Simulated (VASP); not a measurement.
Runs of VASP 6.6.1 on CoH3. Symmetry: Pm-3m, No. 221, cubic system. The conventional cell has a = 2.611 Å, b = 2.611 Å, c = 2.611 Å, α = 90.00°, β = 90.00°, γ = 90.00°. Co (site symmetry m-3m) has 12 H at 1.85 Å within 2.5 Å. Within 2.5 Å of H (site symmetry 4/mmm) lie 4 Co at 1.85 Å and 8 H at 1.85 Å. 

```csv
level,k mesh,cutoff (eV),gap on the mesh (eV),pressure (GPa)
BLYP,6 × 6 × 6,600,none,8.3
PBE,4 × 4 × 4,600,none,1.8
BLYP,3 × 3 × 3,600,(b),(a)
PBE,6 × 6 × 6,600,none,-0.2
r2SCAN,2 × 2 × 2,660,none,(c)
PBE,3 × 3 × 3,600,1.19,-1.0
```

Alike in all rows: task single point; potentials or basis VASP PAW PBE potentials, release 64 (Co, H); no spin polarisation; cell as given; smearing gaussian 0.1 eV.

Problem. Fill in the values left out.

Solution. (a) 7.8; (b) 1.23; (c) 1.5.

Caveats: all runs use coarse meshes; the PAW data sets were made with another functional, which shifts forces and pressure a little (some runs).

A k mesh can miss the band edges.

A gap of «none» marks levels without a gap at the run's occupations.
